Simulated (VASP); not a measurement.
Wanted: the native input for a VASP 6.6.1 run.

```
Task                   : relaxation of the atoms
Functional             : PBE
Dispersion             : D3(BJ)
Potentials or basis    : VASP PAW PBE potentials, release 64 (Si, Ti_sv)
Cutoff                 : 520 eV
k mesh                 : 2 × 2 × 2
Occupations            : gaussian, width 0.05 eV
Spin                   : no spin polarisation
Dipole correction      : no
Further INCAR settings : LREAL = Auto; ALGO = Normal; EDIFF = 1e-07; IBRION = 2; EDIFFG = -0.03; NSW = 80
```

The structure of TiSi16 (a cell with a defect) lies in POSCAR:

```
TiSi16
1.0
    0.0000000000      5.4300000000      5.4300000000
    5.4300000000      0.0000000000      5.4300000000
    5.4300000000      5.4300000000      0.0000000000
Si Ti
16 1
Direct
    0.0000000000      0.0000000000      0.0000000000
    0.1250000000      0.1250000000      0.1250000000
    0.0000000000      0.0000000000      0.5000000000
    0.1250000000      0.1250000000      0.6250000000
    0.0000000000      0.5000000000      0.0000000000
    0.1250000000      0.6250000000      0.1250000000
    0.0000000000      0.5000000000      0.5000000000
    0.1250000000      0.6250000000      0.6250000000
    0.5000000000      0.0000000000      0.0000000000
    0.6250000000      0.1250000000      0.1250000000
    0.5000000000      0.0000000000      0.5000000000
    0.6250000000      0.1250000000      0.6250000000
    0.5000000000      0.5000000000      0.0000000000
    0.6250000000      0.6250000000      0.1250000000
    0.5000000000      0.5000000000      0.5000000000
    0.6250000000      0.6250000000      0.6250000000
    0.8697891000      0.8666466000      0.3902449000
```

One way to write it, as run:

INCAR

```
SYSTEM = TiSi16
  PREC = Accurate
  ENCUT = 520
  EDIFF = 1E-7
  ISMEAR = 0
  SIGMA = 0.05
  LREAL = Auto
  LASPH = .TRUE.
  NELM = 80
  ALGO = Normal
  ISIF = 2
  LWAVE = .FALSE.
  LCHARG = .FALSE.
  GGA = PE
  IVDW = 12
  IBRION = 2
  NSW = 80
  EDIFFG = -0.03
```

KPOINTS

```
regular mesh
0
G
  2 2 2
  0 0 0
```

Potentials or basis: VASP PAW PBE potentials, release 64 (Si, Ti_sv).

Launch:

```console
$ cat potpaw_PBE.64/Si/POTCAR potpaw_PBE.64/Ti_sv/POTCAR > POTCAR
$ mpirun -np 1 vasp_std > vasp.out
```

It gave:

```json
{
  "Energy gained by relaxing": "26.5 meV/atom",
  "Ionic steps": "7",
  "Pressure after relaxing": "0.9 GPa",
  "Largest force after relaxing": "0.029 eV/Å",
  "Band gap on the k mesh": "zero (bands 38 and 39 overlap by 0.42 eV)",
  "Dispersion energy per atom": "-0.343 eV"
}
```

Caveat: the k points lie up to 0.50 Å⁻¹ apart.

It took 45 min on 1 thread of Oxide Virtual Turin-like Processor (shared host), peak memory 0.54 GiB.
